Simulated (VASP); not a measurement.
A run of VASP 6.6.1 is set up as follows.

The input INCAR:

```
SYSTEM = TaN
PREC = Accurate
ENCUT = 520
EDIFF = 1E-8
ISMEAR = -1
SIGMA = 0.01
LREAL = .False.
LASPH = .True.
NELM = 120
ALGO = Normal
ISIF = 2
LWAVE = .False.
LCHARG = .False.
GGA = PS
LEFG = .True.
NBANDS = 33
GGA_COMPAT = .False.
```

File KPOINTS:

```
regular mesh
0
Gamma
  6 6 9
  0 0 0
```

File POSCAR:

```
TaN
1.0
    5.2132634551      0.0000000000      0.0000000000
   -2.6066317275      4.5148185887      0.0000000000
    0.0000000000      0.0000000000      2.9206711674
Ta N
3 3
Direct
    0.3333333333      0.6666666667      0.5000000000
    0.6666666667      0.3333333333      0.5000000000
    0.0000000000      0.0000000000      0.0000000000
    0.3928500000      0.0000000000      0.0000000000
    0.6071500000      0.6071500000      0.0000000000
    0.0000000000      0.3928500000      0.0000000000
```

Potentials or basis: VASP PAW PBE potentials, release 64 (Ta_pv, N).

Run with:

```bash
$ cat potpaw_PBE.64/Ta_pv/POTCAR potpaw_PBE.64/N/POTCAR > POTCAR
$ mpirun -np 1 vasp_std > vasp.out
```

What does it give for the largest force?

0.014 eV/Å.

Estimate the pressure.

-6.1 GPa.

Predict the band gap on the k mesh.

zero (bands 24 and 25 overlap by 3.07 eV).

Forces in eV/Å, atoms in the order of the input:
```
Ta   0.000  0.000  0.000
Ta   0.000  0.000  0.000
Ta   0.000  0.000  0.000
N   -0.014  0.000  0.000
N    0.007  0.012  0.000
N    0.007 -0.012  0.000
```

Caveat: the cell stands under tension; without QUAD_EFG the Cq values of the log hold for a quadrupole moment of 1 mb, not for the nuclei; the PAW data sets were made with another functional, which shifts forces and pressure a little; spin-orbit coupling is left out, which moves the levels of the heavy elements.
